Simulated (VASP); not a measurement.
Set up this calculation in VASP 6.6.1, as the native input.

```
Task                   : single point
Functional             : PBE
Potentials or basis    : VASP PAW PBE potentials, release 64 (Mg_sv, Re_sv_GW, P)
Cutoff                 : 750 eV
k mesh                 : 4 × 4 × 4
Occupations            : gaussian, width 0.2 eV
Spin                   : no spin polarisation
Dipole correction      : no
Mended                 : yes
Further INCAR settings : ALGO = Normal; EDIFF = 1e-06; NBANDS = 28
```

The structure of MgReP3 lies in POSCAR:

```
MgReP3
1.0
    3.3083559958     -3.5185342533     -0.7350714631
    3.3083559958      3.5185342533     -0.7350714631
   -2.8770312766      0.0000000000      4.1059146847
Mg Re P
1 1 3
Direct
    0.5000000000      0.5000000000      0.0000000000
    0.0000000000      0.0000000000      0.0000000000
    0.6684432532      0.3315567468      0.5000000000
    0.3315567468      0.6684432532      0.5000000000
    0.0000000000      0.0000000000      0.5000000000
```

The cell was built from a structure type or drawn by symmetry, and may not be a known phase.

These files were run (other wordings do the same):

INCAR

```
SYSTEM = MgReP3
ALGO = Normal
EDIFF = 1E-6
ENCUT = 750
GGA = PE
GGA_COMPAT = .FALSE.
ISIF = 2
ISMEAR = 0
LASPH = .TRUE.
LCHARG = .FALSE.
LREAL = .FALSE.
LWAVE = .FALSE.
NBANDS = 28
NELM = 120
PREC = Accurate
SIGMA = 0.2
```

KPOINTS

```
k-points
0
G
  4 4 4
  0 0 0
```

Potentials or basis: VASP PAW PBE potentials, release 64 (Mg_sv, Re_sv_GW, P).

Run with:

```bash
$ cat potpaw_PBE.64/Mg_sv/POTCAR potpaw_PBE.64/Re_sv_GW/POTCAR potpaw_PBE.64/P/POTCAR > POTCAR
$ mpirun -np 1 vasp_std > vasp.out
```

Results of the run:

| Item | Value |
| --- | --- |
| Pressure | 0.0 GPa |
| Largest force | 0.021 eV/Å |
| Band gap on the k mesh | zero (bands 20 and 21 overlap by 0.69 eV) |

Caveat: the k points lie up to 0.41 Å⁻¹ apart, too coarse for converged energies and pressures of a metal; spin-orbit coupling is left out, which moves the levels of the heavy elements.

Run time: 110 s on 1 thread of AMD EPYC 7R13 Processor (Zen 3), with other jobs on the host, peak memory 0.35 GiB.
